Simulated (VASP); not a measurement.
# Pb (Fm-3m) in VASP: notebook

Pb is run at these levels: PBE+D3(BJ); tasks: single point.

All numbers are computed with VASP 6.6.1; they aren't measurements. Logs are shortened: lines on timing, memory, paths and dates and some standing lists are left out, and cuts for length are marked.

### 1 The cell of the first run

It takes space group Fm-3m (No. 225, cubic). The conventional cell has a = 4.920 Å, b = 4.920 Å, c = 4.920 Å, α = 90.00°, β = 90.00°, γ = 90.00°. Within 4.6 Å of Pb (site symmetry m-3m) lie 12 Pb at 3.48 Å.

### 2 Single point, PBE+D3(BJ)

INCAR

```
PREC     = Accurate       # precision mode
ENCUT    = 500            # plane-wave cutoff, eV
EDIFF    = 1E-6           # SCF threshold, eV
ISMEAR   = 0              # smearing method
SIGMA    = 0.1            # smearing width, eV
LREAL    = False          # projectors in reciprocal space
LASPH    = True           # aspherical terms in the spheres
NELM     = 120            # most SCF steps
ALGO     = Normal         # electronic algorithm
ISIF     = 2              # what is computed and relaxed
LWAVE    = False          # write WAVECAR
LCHARG   = False          # write CHGCAR
GGA      = PE             # functional
IVDW     = 12             # dispersion correction
NBANDS   = 13             # bands
GGA_COMPAT= False
```

KPOINTS

```
Automatic mesh
0
Gamma
  6 6 6
```

POSCAR

```
Pb
1.0
    0.0000000000      2.4597885607      2.4597885607
    2.4597885607      0.0000000000      2.4597885607
    2.4597885607      2.4597885607      0.0000000000
Pb
1
Direct
    0.0000000000      0.0000000000      0.0000000000
```

Potentials or basis: VASP PAW PBE potentials, release 64 (Pb_d).

On the command line:

```sh
> cat potpaw_PBE.64/Pb_d/POTCAR > POTCAR
> mpirun -np 1 vasp_std > vasp.out
```

OUTCAR:

```text
PREC = Accurate
   ENCUT = 500
   EDIFF = 1E-6
   ISMEAR = 0
   LREAL = False
   LASPH = True
   NELM = 120
   ISIF = 2
   GGA = PE
   IVDW = 12
 IVDW          = 12

 ion  position               nearest neighbor table
   1  0.000  0.000  0.000-

  LATTYP: Found a face centered cubic cell.
 ALAT       =     4.9195771214

  Lattice vectors:

 A1 = (   0.0000000000,   2.4597885607,   2.4597885607)
 A2 = (   2.4597885607,   0.0000000000,   2.4597885607)
 A3 = (   2.4597885607,   2.4597885607,   0.0000000000)

Analysis of symmetry for initial positions (statically):
=====================================================================
 Subroutine PRICEL returns:
 Original cell was already a primitive cell.

 Routine SETGRP: Setting up the symmetry group for a
 face centered cubic supercell.

 Subroutine GETGRP returns: Found 48 space group operations
 (whereof 48 operations were pure point group operations)
 out of a pool of 48 trial point group operations.

The static configuration has the point symmetry O_h .

Analysis of symmetry for dynamics (positions and initial velocities):
=====================================================================
 Subroutine PRICEL returns:
 Original cell was already a primitive cell.

 Routine SETGRP: Setting up the symmetry group for a
 face centered cubic supercell.

 Subroutine GETGRP returns: Found 48 space group operations
 (whereof 48 operations were pure point group operations)
 out of a pool of 48 trial point group operations.

The dynamic configuration has the point symmetry O_h .

 Subroutine INISYM returns: Found 48 space group operations
 (whereof 48 operations are pure point group operations),
 and found     1 'primitive' translations

----------------------------------------------------------------------------------------

                                     Primitive cell

  volume of cell :      29.7662

  direct lattice vectors                    reciprocal lattice vectors
     0.000000000  2.459788561  2.459788561    -0.203269504  0.203269504  0.203269504
     2.459788561  0.000000000  2.459788561     0.203269504 -0.203269504  0.203269504
     2.459788561  2.459788561  0.000000000     0.203269504  0.203269504 -0.203269504

  length of vectors
     3.478666343  3.478666343  3.478666343     0.352073108  0.352073108  0.352073108

  position of ions in fractional coordinates (direct lattice)
     0.000000000  0.000000000  0.000000000

  ion indices of the primitive-cell ions
   primitive index   ion index
                 1           1

----------------------------------------------------------------------------------------

 KPOINTS: Automatic mesh

Automatic generation of k-mesh.
 Grid dimensions read from file:
 generate k-points for:    6    6    6

 Generating k-lattice:

  Cartesian coordinates                     Fractional coordinates (reciprocal lattice)
    -0.033878251  0.033878251  0.033878251     0.166666667  0.000000000  0.000000000
     0.033878251 -0.033878251  0.033878251     0.000000000  0.166666667  0.000000000
     0.033878251  0.033878251 -0.033878251     0.000000000  0.000000000  0.166666667

  Length of vectors
     0.058678851  0.058678851  0.058678851

  Shift w.r.t. Gamma in fractional coordinates (k-lattice)
     0.000000000  0.000000000  0.000000000

 Subroutine IBZKPT returns following result:
 ===========================================

 Found     16 irreducible k-points:

 Following reciprocal coordinates:
            Coordinates               Weight
  0.000000  0.000000  0.000000      1.000000
  0.166667  0.000000  0.000000      8.000000
  0.333333  0.000000  0.000000      8.000000
  0.500000  0.000000  0.000000      4.000000
  0.166667  0.166667  0.000000      6.000000
  0.333333  0.166667  0.000000     24.000000
[... 8 lines left out ...]
 -0.333333  0.333333  0.166667     24.000000
 -0.333333  0.500000  0.166667     12.000000
   k-points           NKPTS =     16   k-points in BZ     NKDIM =     16   number of bands    NBANDS=     13
   number of dos      NEDOS =    301   number of ions     NIONS =      1
   total plane-waves  NPLWV =  21952
   dimension x,y,z NGX =    28 NGY =   28 NGZ =   28
   dimension x,y,z NGXF=    56 NGYF=   56 NGZF=   56
   ions per type =               1
   NGX,Y,Z   is equivalent  to a cutoff of  13.38, 13.38, 13.38 a.u.
   NGXF,Y,Z  is equivalent  to a cutoff of  26.76, 26.76, 26.76 a.u.
 SYSTEM =  unknown system
   PREC   = accura    normal or accurate (medium, high low for compatibility)
   ISTART =      0    job   : 0-new  1-cont  2-samecut
   ICHARG =      2    charge: 1-file 2-atom 10-const
   ISPIN  =      1    spin polarized calculation?
   LNONCOLLINEAR =      F non collinear calculations
   LSORBIT =      F    spin-orbit coupling
   LASPH  =      T    aspherical Exc in radial PAW
   ENCUT  =  500.0 eV  36.75 Ry    6.06 a.u.   6.34  6.34  6.34*2*pi/ulx,y,z
   NELM   =    120;   NELMIN=  2; NELMDL= -5     # of ELM steps
   EDIFF  = 0.1E-05   stopping-criterion for ELM
   LREAL  =      F    real-space projection
   EDIFFG = 0.1E-04   stopping-criterion for IOM
   NSW    =      0    number of steps for IOM
   IBRION =     -1    ionic relax: 0-MD 1-quasi-New 2-CG
   NFREE  =      0    steps in history (QN), initial steepest desc. (CG)
   ISIF   =      2    stress and relaxation
   ISYM   =      2    0-nonsym 1-usesym 2-fastsym
   POTIM  = 0.5000    time-step for ionic-motion
   TEBEG  =    0.0;   TEEND  =   0.0 temperature during run
   PSTRESS=    0.0 pullay stress
   NELECT =      14.0000    total number of electrons
   NUPDOWN=      -1.0000    fix difference up-down
   EMIN   =  10.00;   EMAX   =-10.00  energy-range for DOS
   EFERMI =   0.00;   METHOD = LEGACY
   ISMEAR =     0;   SIGMA  =   0.10  broadening in eV -4-tet -1-fermi 0-gaus
   EFERMI_NEDOS =   21; number of points for ismear=-14 and -15
   IALGO  =     38    algorithm
   IMIX   =      4    mixing-type and parameters
     AMIX     =   0.40;   BMIX     =  1.00
     AMIX_MAG =   1.60;   BMIX_MAG =  1.00
  volume/ion in A,a.u.               =      29.77       200.87
  Fermi-wavevector in a.u.,A,eV,Ry     =   1.273141  2.405887 22.053510  1.620887
  Thomas-Fermi vector in A             =   2.405980
   LORBIT       =      0    0 simple, 1 ext, 2 COOP (PROOUT), +10 PAW based schemes
   GGA     = PE    functional components
   LHFCALC =     F    Hartree Fock is set to
   AEXX    =    0.0000 exact exchange contribution
   IVDW    =    12    specifies the selected vdW correction
   LEPSILON=     F    determine dielectric tensor
   LRPA    =     F    only Hartree local field effects (RPA)
 non-spin polarized calculation
 Gauss-broadening in eV      SIGMA  =   0.10
  energy-cutoff  :      500.00
  volume of cell :       29.77
 maximum number of plane-waves:       769
 NGX is ok and might be reduce to    28
   NGX = 13   NGY = 13   NGZ = 13

 number of electron      13.9999999 magnetization

 Free energy of the ion-electron system (eV)
  ---------------------------------------------------
  ext. energy  EPLUGINS =         0.00000000
  ---------------------------------------------------
  free energy    TOTEN  =        -3.43916689 eV

  energy without entropy =       -3.43461665  energy(sigma->0) =       -3.43689177

 E-fermi :   7.6565     XC(G=0): -10.2643

 val. band max:        7.5209555318   @ k =   0.3333   0.3333   0.0000
 cond. band min:       7.7302093924   @ k =   0.3333   0.1667   0.0000
 fundamental gap:      0.2092538606
 Fermi energy:         7.6564903688

 k-point     1 :       0.0000    0.0000    0.0000
  band No.  band energies     occupation
      1      -9.5674      2.00000
      2      -9.5674      2.00000
      3      -9.5674      2.00000
      4      -9.4231      2.00000
      5      -9.4231      2.00000
      6      -4.3783      2.00000
      7      15.0675      0.00000
      8      15.0675      0.00000
      9      15.0675      0.00000
     10      17.2728      0.00000
     11      19.0950      0.00000
     12      20.1215      0.00000
     13      20.1215      0.00000

 k-point     2 :       0.1667    0.0000    0.0000
  band No.  band energies     occupation
      1      -9.5704      2.00000
      2      -9.5366      2.00000
      3      -9.5366      2.00000
      4      -9.4170      2.00000
      5      -9.4170      2.00000
      6      -3.8321      2.00000
      7      10.8801      0.00000
      8      14.4887      0.00000
      9      14.4887      0.00000
     10      16.7330      0.00000
     11      20.1974      0.00000
     12      20.7854      0.00000
     13      20.7876      0.00000

 k-point     3 :       0.3333    0.0000    0.0000
  band No.  band energies     occupation
      1      -9.5878      2.00000
      2      -9.5417      2.00000
      3      -9.5417      2.00000
      4      -9.3353      2.00000
      5      -9.3353      2.00000
      6      -2.2372      2.00000
      7       5.9544      2.00000
      8      13.5806      0.00000
      9      13.5806      0.00000
     10      16.5145      0.00000
     11      18.1602      0.00000
     12      19.3296      0.00000
     13      19.3296      0.00000

 k-point     4 :       0.5000    0.0000    0.0000
  band No.  band energies     occupation
      1      -9.6011      2.00000
      2      -9.5585      2.00000
      3      -9.5585      2.00000
      4      -9.2788      2.00000
      5      -9.2788      2.00000
      6      -0.6399      2.00000
      7       3.2028      2.00000
      8      13.1868      0.00000
      9      13.1868      0.00000
     10      16.7571      0.00000
     11      17.1361      0.00000
     12      18.8156      0.00000
     13      18.8156      0.00000

 k-point     5 :       0.1667    0.1667    0.0000
  band No.  band energies     occupation
      1      -9.6112      2.00000
      2      -9.4899      2.00000
      3      -9.4899      2.00000
      4      -9.4717      2.00000
      5      -9.3907      2.00000
      6      -3.6508      2.00000
      7      12.0569      0.00000
      8      12.8896      0.00000
      9      12.8896      0.00000
     10      15.8735      0.00000
     11      17.3506      0.00000
     12      22.7690      0.00000
     13      22.9836      0.00000
[... 129 lines left out ...]
 k-point    14 :       0.5000    0.3333    0.1667
  band No.  band energies     occupation
      1      -9.5995      2.00000
      2      -9.5530      2.00000
      3      -9.4481      2.00000
      4      -9.3312      2.00000
      5      -9.3192      2.00000
      6      -0.9248      2.00000
      7       6.4118      2.00000
      8       8.2547      0.00000
      9      10.5759      0.00000
     10      16.7910      0.00000
     11      17.7775      0.00000
     12      19.9835      0.00000
     13      24.7366      0.00000

 k-point    15 :      -0.3333    0.3333    0.1667
  band No.  band energies     occupation
      1      -9.5753      2.00000
      2      -9.5302      2.00000
      3      -9.4337      2.00000
      4      -9.3932      2.00000
      5      -9.2764      2.00000
      6       0.3665      2.00000
      7       4.8211      2.00000
      8       7.5058      1.96693
      9       9.5436      0.00000
     10      16.9979      0.00000
     11      18.9677      0.00000
     12      21.8377      0.00000
     13      21.9064      0.00000

 k-point    16 :      -0.3333    0.5000    0.1667
  band No.  band energies     occupation
      1      -9.6262      2.00000
      2      -9.5892      2.00000
      3      -9.3768      2.00000
      4      -9.3477      2.00000
      5      -9.2409      2.00000
      6       0.8983      2.00000
      7       5.0476      2.00000
      8       7.4172      1.99929
      9       8.0800      0.00000
     10      16.4195      0.00000
     11      17.2781      0.00000
     12      22.4380      0.00000
     13      22.8871      0.00000

------------------------ aborting loop because EDIFF is reached ----------------------------------------

 Edisp (eV)   -0.41747

 E8    (eV) :    -0.2116

  FORCE on cell =-STRESS in cart. coord.  units (eV):
  Direction    XX          YY          ZZ          XY          YZ          ZX
  --------------------------------------------------------------------------------------
  -------------------------------------------------------------------------------------
  Total       0.36767     0.36767     0.36767     0.00000    -0.00000    -0.00000
  in kB      19.78991    19.78991    19.78991     0.00000    -0.00000    -0.00000
  external pressure =       19.79 kB  Pullay stress =        0.00 kB

 VOLUME and BASIS-vectors are now :
 -----------------------------------------------------------------------------
  energy-cutoff  :      500.00
  volume of cell :       29.77
      direct lattice vectors                 reciprocal lattice vectors
     0.000000000  2.459788561  2.459788561    -0.203269504  0.203269504  0.203269504
     2.459788561  0.000000000  2.459788561     0.203269504 -0.203269504  0.203269504
     2.459788561  2.459788561  0.000000000     0.203269504  0.203269504 -0.203269504

 POSITION                                       TOTAL-FORCE (eV/Angst)
 -----------------------------------------------------------------------------------
      0.00000      0.00000      0.00000         0.000000      0.000000      0.000000
 -----------------------------------------------------------------------------------
    total drift:                               -0.000000      0.000000      0.000000

  FREE ENERGIE OF THE ION-ELECTRON SYSTEM (eV)
  ---------------------------------------------------
  free  energy   TOTEN  =        -3.8566374492 eV

  energy  without entropy=       -3.8520872140  energy(sigma->0) =       -3.85436233
```

Run time: 6.6 s. Hardware: 1 thread of AMD EPYC 7R13 (Zen 3), shared host; peak memory 0.13 GiB.

Results:

| Quantity | Value |
| --- | --- |
| Free energy | -3.8566 eV |
| Pressure | 2.0 GPa |
| Band gap on the k mesh | zero (bands 7 and 8 overlap by 9.15 eV) |
| Dispersion energy per atom | -0.417 eV |

Caveat: the k points lie up to 0.37 Å⁻¹ apart, too coarse for converged energies and pressures of a metal; spin-orbit coupling is left out, which moves the levels of the heavy elements.

### 3 Single point, PBE+D3(BJ)

This run uses another cell than the first one, of 30.54 Å³/atom.

INCAR

```
SYSTEM = Pb
PREC     = Accurate       ! precision mode
ENCUT    = 500            ! plane-wave cutoff, eV
EDIFF    = 1E-6           ! SCF threshold, eV
ISMEAR   = 0              ! smearing method
SIGMA    = 0.1            ! smearing width, eV
LREAL    = .FALSE.        ! projectors in reciprocal space
LASPH    = .TRUE.         ! aspherical terms in the spheres
NELM     = 120            ! most SCF steps
ALGO     = Normal         ! electronic algorithm
ISIF     = 2              ! what is computed and relaxed
LWAVE    = .FALSE.        ! write WAVECAR
LCHARG   = .FALSE.        ! write CHGCAR
GGA      = PE             ! functional
IVDW     = 12             ! dispersion correction
NBANDS   = 13             ! bands
GGA_COMPAT= .FALSE.
```

KPOINTS

```
regular mesh
0
G
  14 14 14
  0 0 0
```

POSCAR

```
Pb
1.0
    0.0000000000      2.4809796506      2.4809796506
    2.4809796506      0.0000000000      2.4809796506
    2.4809796506      2.4809796506      0.0000000000
Pb
1
Direct
    0.0000000000      0.0000000000      0.0000000000
```

Potentials or basis: VASP PAW PBE potentials, release 64 (Pb_d).

On the command line:

```sh
> cat potpaw_PBE.64/Pb_d/POTCAR > POTCAR
> mpirun -np 1 vasp_std > vasp.out
```

Run time: 26 s. Hardware: 1 thread of AMD EPYC 7R13 (Zen 3), shared host; peak memory 0.16 GiB.

The run converged. Its results:

```yaml
Free_energy: -3.9662 eV
Pressure: -0.1 GPa
Band_gap_on_the_k_mesh: zero (bands 7 and 8 overlap by 8.90 eV)
Dispersion_energy_per_atom: -0.407 eV
```

Levels at points of the mesh, in eV from the Fermi level:
```tsv
k point	band 5	band 6	band 7	band 8	band 9	band 10
(0.00, 0.00, 0.00)	-16.96	-11.74	7.33	7.33	7.33	9.72
(0.50, 0.00, 0.00)	-16.83	-8.16	-4.20	5.51	5.51	9.20
(0.50, 0.50, 0.00)	-16.80	-6.76	-3.28	2.01	2.01	5.32
```

Caveat: spin-orbit coupling is left out, which moves the levels of the heavy elements.

The gap in the log of VASP goes by the Fermi energy; the results here count the filled bands.